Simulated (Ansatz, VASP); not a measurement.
## Al2O3 in VASP and in Ansatz

```xyz
5
Lattice="3.0175 0.0000 0.0000 -1.5087 2.6132 0.0000 0.0000 0.0000 7.5746" Properties=species:S:1:pos:R:3 pbc="T T T"
Al    0.0000    0.0000    5.4693
Al    0.0000    0.0000    2.1054
O     0.0000    0.0000    3.7873
O     1.5087    0.8711    6.0638
O     0.0000    1.7421    1.5108
```

Alike in both runs: task relaxation of cell and atoms; functional BLYP; dispersion D4; k mesh 10 × 10 × 4; occupations fermi-dirac, width 0.05 eV; no spin polarisation.

|  | VASP | Ansatz |
| --- | --- | --- |
| version | VASP 6.6.1 | Ansatz 0.2.0 |
| potentials or method | VASP PAW PBE potentials, release 64 (Al, O) | Ansatz PAW |
| plane-wave cutoff (eV) | 600 | 420 |
| valence electrons in the cell | 24 | 24 |

```tsv
	VASP	Ansatz	Ansatz less VASP
gap on the k mesh at the Fermi level, each at its own relaxed structure (eV)	2.58	2.65	+0.068
relaxed volume (Å³/atom)	11.21	11.22	+0.003
relaxed cell length with the largest relative difference (Å)	7.202	7.219	+0.0168
```

VASP's potentials were made for PBE, not for BLYP.

Noted on Ansatz's run: the plane-wave basis is chosen anew once the cell has moved, so the energies of steps on either side of that aren't comparable.
